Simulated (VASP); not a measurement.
# Ge (P-1) in VASP: single point with PBE

Aim: the single point of Ge with PBE.

Everything below comes from runs of VASP 6.6.1. Logs are shortened: lines on timing, memory, paths and dates and some standing lists are left out, and cuts for length are marked.

**1. The cell of the first run**

The typed cell holds 6 atoms: a = 2.677 Å, b = 4.006 Å, c = 12.332 Å, α = 87.66°, β = 89.58°, γ = 89.68°.

**2. Single point, PBE**

Contents of INCAR:

```
ALGO = Normal
EDIFF = 1E-6
ENCUT = 520
GGA = PE
ISIF = 2
ISMEAR = 0
LASPH = T
LCHARG = F
LREAL = F
LWAVE = F
NBANDS = 51
NELM = 60
PREC = Accurate
SIGMA = 0.2
```

Contents of KPOINTS:

```
k-points
0
Gamma
  8 6 2
```

Contents of POSCAR:

```
Ge
1.0
    2.6772642436      0.0070170072      0.0105894525
    0.0114084662      4.0051556367      0.0901802435
    0.0416695809      0.2263971092     12.3300114995
Ge
6
Direct
   -0.0016914787     -0.0119488044      0.1441961799
   -0.0020010366     -0.0177905772      0.6443510406
    0.0016633773      0.0119577567      0.3558030903
    0.0020145592      0.0177769230      0.8556527549
   -0.0006806354      0.4967292262      0.5000450630
    0.0006952143      0.5032754759     -0.0000481288
```

Potentials or basis: VASP PAW PBE potentials, release 64 (Ge_d).

The run is started by

```console
> cat potpaw_PBE.64/Ge_d/POTCAR > POTCAR
> mpirun -np 1 vasp_std > vasp.out
```

OUTCAR:

```text
EDIFF = 1E-6
   ENCUT = 520
   GGA = PE
   ISIF = 2
   ISMEAR = 0
   LASPH = T
   LREAL = F
   NELM = 60
   PREC = Accurate

 ion  position               nearest neighbor table
   1  0.998  0.988  0.144-   3 2.62   6 2.67   6 2.69
   2  0.998  0.982  0.644-   4 2.62   5 2.67   5 2.69
   3  0.002  0.012  0.356-   1 2.62   5 2.67   5 2.69
   4  0.002  0.018  0.856-   2 2.62   6 2.67   6 2.69
   5  0.999  0.497  0.500-   2 2.67   3 2.67   3 2.69   2 2.69
   6  0.001  0.503  1.000-   4 2.67   1 2.67   1 2.69   4 2.69

  LATTYP: Found a triclinic cell.
 ALAT       =    12.3321602156
 B/A-ratio  =     0.3248568728
 C/A-ratio  =     0.2170985727
 COS(alpha) =     0.0055569717
 COS(beta)  =     0.0073816060
 COS(gamma) =     0.0408694856

  Lattice vectors:

 A1 = (  -0.0416695809,  -0.2263971092, -12.3300114995)
 A2 = (  -0.0114084662,  -4.0051556367,  -0.0901802435)
 A3 = (  -2.6772642436,  -0.0070170072,  -0.0105894525)

Analysis of symmetry for initial positions (statically):
=====================================================================
 Subroutine PRICEL returns:
 Original cell was already a primitive cell.

 Routine SETGRP: Setting up the symmetry group for a
 triclinic supercell.

 Subroutine GETGRP returns: Found  1 space group operations
 (whereof  1 operations were pure point group operations)
 out of a pool of  2 trial point group operations.

The static configuration has the point symmetry C_1 .

Analysis of symmetry for dynamics (positions and initial velocities):
=====================================================================
 Subroutine PRICEL returns:
 Original cell was already a primitive cell.

 Routine SETGRP: Setting up the symmetry group for a
 triclinic supercell.

 Subroutine GETGRP returns: Found  1 space group operations
 (whereof  1 operations were pure point group operations)
 out of a pool of  2 trial point group operations.

The dynamic configuration has the point symmetry C_1 .

 Subroutine INISYM returns: Found  1 space group operations
 (whereof  1 operations are pure point group operations),
 and found     1 'primitive' translations

----------------------------------------------------------------------------------------

                                     Primitive cell

  volume of cell :     132.1556
[... 97 lines left out ...]
   EDIFF  = 0.1E-05   stopping-criterion for ELM
   LREAL  =      F    real-space projection
   EDIFFG = 0.1E-04   stopping-criterion for IOM
   NSW    =      0    number of steps for IOM
   IBRION =     -1    ionic relax: 0-MD 1-quasi-New 2-CG
   NFREE  =      0    steps in history (QN), initial steepest desc. (CG)
   ISIF   =      2    stress and relaxation
   ISYM   =      2    0-nonsym 1-usesym 2-fastsym
   POTIM  = 0.5000    time-step for ionic-motion
   TEBEG  =    0.0;   TEEND  =   0.0 temperature during run
   PSTRESS=    0.0 pullay stress
   NELECT =      84.0000    total number of electrons
   NUPDOWN=      -1.0000    fix difference up-down
   EMIN   =  10.00;   EMAX   =-10.00  energy-range for DOS
   EFERMI =   0.00;   METHOD = LEGACY
   ISMEAR =     0;   SIGMA  =   0.20  broadening in eV -4-tet -1-fermi 0-gaus
   EFERMI_NEDOS =   21; number of points for ismear=-14 and -15
   IALGO  =     38    algorithm
   IMIX   =      4    mixing-type and parameters
     AMIX     =   0.40;   BMIX     =  1.00
     AMIX_MAG =   1.60;   BMIX_MAG =  1.00
  volume/ion in A,a.u.               =      22.03       148.64
  Fermi-wavevector in a.u.,A,eV,Ry     =   1.407579  2.659938 26.956924  1.981278
  Thomas-Fermi vector in A             =   2.529824
   LORBIT       =      0    0 simple, 1 ext, 2 COOP (PROOUT), +10 PAW based schemes
   GGA     = PE    functional components
   LHFCALC =     F    Hartree Fock is set to
   AEXX    =    0.0000 exact exchange contribution
   IVDW    =     0    specifies the selected vdW correction
   LEPSILON=     F    determine dielectric tensor
   LRPA    =     F    only Hartree local field effects (RPA)
 non-spin polarized calculation
 Gauss-broadening in eV      SIGMA  =   0.20
  energy-cutoff  :      520.00
  volume of cell :      132.16
 maximum number of plane-waves:      3608
   NGX =  9   NGY = 15   NGZ = 45

 number of electron      83.9999938 magnetization

 Free energy of the ion-electron system (eV)
  ---------------------------------------------------
  ext. energy  EPLUGINS =         0.00000000
  ---------------------------------------------------
  free energy    TOTEN  =       -25.29049814 eV

  energy without entropy =      -25.21523417  energy(sigma->0) =      -25.25286616

 E-fermi :   4.9953     XC(G=0): -10.2604

 val. band max:        4.9938349972   @ k =   0.5000   0.0000  -0.0000
 cond. band min:       5.0080800382   @ k =   0.3750   0.1667   0.5000
 fundamental gap:      0.0142450411
 Fermi energy:         4.9953132024

 k-point     1 :       0.0000    0.0000    0.0000
  band No.  band energies     occupation
      1     -19.7340      2.00000
      2     -19.7141      2.00000
      3     -19.7054      2.00000
      4     -19.6819      2.00000
      5     -19.6791      2.00000
      6     -19.6599      2.00000
[... 1285 lines left out ...]
     50       8.6613      0.00000
     51      10.8725      0.00000

 [... further k-points ...]

------------------------ aborting loop because EDIFF is reached ----------------------------------------

  FORCE on cell =-STRESS in cart. coord.  units (eV):
  Direction    XX          YY          ZZ          XY          YZ          ZX
  --------------------------------------------------------------------------------------
  -------------------------------------------------------------------------------------
  Total       -0.0307196     -0.0489362      0.1103046      0.0012194      0.1140859     -0.0279770
  in kB       -0.3724266     -0.5932738      1.3372682      0.0147839      1.3831105     -0.3391771
  external PRESSURE =       0.1238559 kB  Pullay stress =       0.0000000 kB

 VOLUME and BASIS-vectors are now :
 -----------------------------------------------------------------------------
  energy-cutoff  :      520.00
  volume of cell :      132.16
      direct lattice vectors                 reciprocal lattice vectors
     2.677264244  0.007017007  0.010589453     0.373523248 -0.001035966 -0.001243309
     0.011408466  4.005155637  0.090180244    -0.000636540  0.249783219 -0.004584235
     0.041669581  0.226397109 12.330011499    -0.000316139 -0.001825995  0.081137522

 POSITION                                       TOTAL-FORCE (eV/Angst)
 -----------------------------------------------------------------------------------
      2.69002      3.99695      1.87761         0.000533     -0.001718      0.017855
      2.70996      4.08678      8.04400         0.000127     -0.002425      0.017269
      0.01942      0.12846      4.38815        -0.000477      0.001706     -0.017914
      0.04125      0.26493     10.55183        -0.000138      0.002604     -0.017465
      2.70195      2.10970      6.22094         0.001237     -0.000349     -0.000003
      0.04927      2.24209     12.37481        -0.001282      0.000182      0.000257
 -----------------------------------------------------------------------------------
    total drift:                                0.000002     -0.000044      0.000155

  FREE ENERGIE OF THE ION-ELECTRON SYSTEM (eV)
  ---------------------------------------------------
  free  energy   TOTEN  =       -25.2904981441 eV

  energy  without entropy=      -25.2152341684  energy(sigma->0) =      -25.25286616
```

stdout:

```text
POSCAR found type information on POSCAR Ge
 POSCAR found :  1 types and       6 ions
 scaLAPACK will be used
 LDA part: xc-table for (Slater+PW92), standard interpolation
 POSCAR, INCAR and KPOINTS ok, starting setup
 FFT: planning ... GRIDC
 FFT: planning ... GRID_SOFT
 FFT: planning ... GRID
 WAVECAR not read
 entering main loop
```

Wall time 2.7 min (1 thread of Intel Xeon 6975P-C (Granite Rapids), shared host); peak memory 0.37 GiB.

What came out:

| Quantity | Value |
| --- | --- |
| Free energy | -25.2905 eV |
| Pressure | 0.0 GPa |
| Largest force | 0.018 eV/Å |
| Band gap on the k mesh | zero (bands 42 and 43 overlap by 2.89 eV) |

Forces on the atoms (eV/Å):
```
Ge   0.001 -0.002  0.018
Ge   0.000 -0.002  0.017
Ge   0.000  0.002 -0.018
Ge   0.000  0.003 -0.017
Ge   0.001  0.000  0.000
Ge  -0.001  0.000  0.000
```

Stress tensor (GPa, compression positive):
```
-0.04  0.00 -0.03
 0.00 -0.06  0.14
-0.03  0.14  0.13
```
